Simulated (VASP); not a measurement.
Wanted: the native input for a VASP 6.6.1 run.

| Property | Result |
| --- | --- |
| Task | single point |
| Functional | PBEsol |
| Potentials or basis | VASP PAW PBE potentials, release 64 (W_sv, Se) |
| Cutoff | 520 eV |
| k mesh | 12 × 12 × 2 |
| Occupations | gaussian, width 0.05 eV |
| Spin | no spin polarisation |
| Dipole correction | no |
| Further INCAR settings | ALGO = Normal; EDIFF = 1e-06; NBANDS = 20 |

The structure of WSe2 lies in POSCAR:

```
WSe2
1.0
    3.3179375931      0.0000000000      0.0000000000
   -1.6589687966      3.0242727016      0.0000000000
    0.0000000000      0.0000000000     16.6581424200
W Se
1 2
Direct
    0.0000000000      0.0000000000      0.0000000000
    0.3333333333      0.6666666667      0.0997865200
    0.3333333333      0.6666666667      0.9002134800
```

This cell differs from its parent crystal: strain +0.0525 x Voigt [0, 1, 0, 0, 0, 0].

One way to write it, as run:

INCAR

```
SYSTEM = WSe2
  PREC = Accurate
  ENCUT = 520
  EDIFF = 1E-6
  ISMEAR = 0
  SIGMA = 0.05
  LREAL = .FALSE.
  LASPH = .TRUE.
  NELM = 80
  ALGO = Normal
  ISIF = 2
  LWAVE = .FALSE.
  LCHARG = .FALSE.
  GGA = PS
  NBANDS = 20
```

KPOINTS

```
Automatic mesh
0
G
  12 12 2
  0 0 0
```

Potentials or basis: VASP PAW PBE potentials, release 64 (W_sv, Se).

Launch:

```bash
$ cat potpaw_PBE.64/W_sv/POTCAR potpaw_PBE.64/Se/POTCAR > POTCAR
$ mpirun -np 1 vasp_std > vasp.out
```

It gave:

```yaml
Largest_force: 0.594 eV/Å
Band_gap_on_the_k_mesh: 1.28 eV
```

Caveat: the cell differs from its parent crystal (strain +0.0525 x Voigt [0, 1, 0, 0, 0, 0]); there is no dipole correction, which matters where the two faces differ; the PAW data sets were made with another functional, which shifts forces and pressure a little; spin-orbit coupling is left out, which moves the levels of the heavy elements.

It used 240 s of CPU time on 1 thread of Intel(R) Xeon(R) 6975P-C (Granite Rapids), on a shared host.
